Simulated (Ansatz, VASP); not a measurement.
**One calculation of Al, two programs**

```
Al
1.0
    -1.54348    1.54348    1.54348
     1.54348   -1.54348    1.54348
     1.54348    1.54348   -1.54348
Al
1
Direct
  0.00000 0.00000 0.00000
```

Change from the starting cell: strain -0.030 along x and y, -0.030 along z, atoms carried along.

Alike in both runs: task single point; functional r2SCAN; k mesh 20 × 20 × 20; occupations gaussian, width 0.15 eV; no spin polarisation.

|  | VASP | Ansatz |
| --- | --- | --- |
| version | VASP 6.6.1 | Ansatz 0.2.0 |
| potentials or method | VASP PAW PBE potentials, release 64 (Al), cutoff 520 eV | scalar-relativistic, plane waves, PAW |
| valence electrons in the cell | 3 | 3 |

Ansatz gave:

| Item | Value |
| --- | --- |
| gap on the k mesh at the Fermi level (eV) | none |
| pressure (GPa) | 9.8 |

Task: Estimate VASP's values.

Result: gap on the k mesh at the Fermi level (eV): none; pressure (GPa): 9.4.

VASP's potentials were made for PBE, not for r2SCAN. A gap of «none» marks a metal or a gap that the smearing closes.
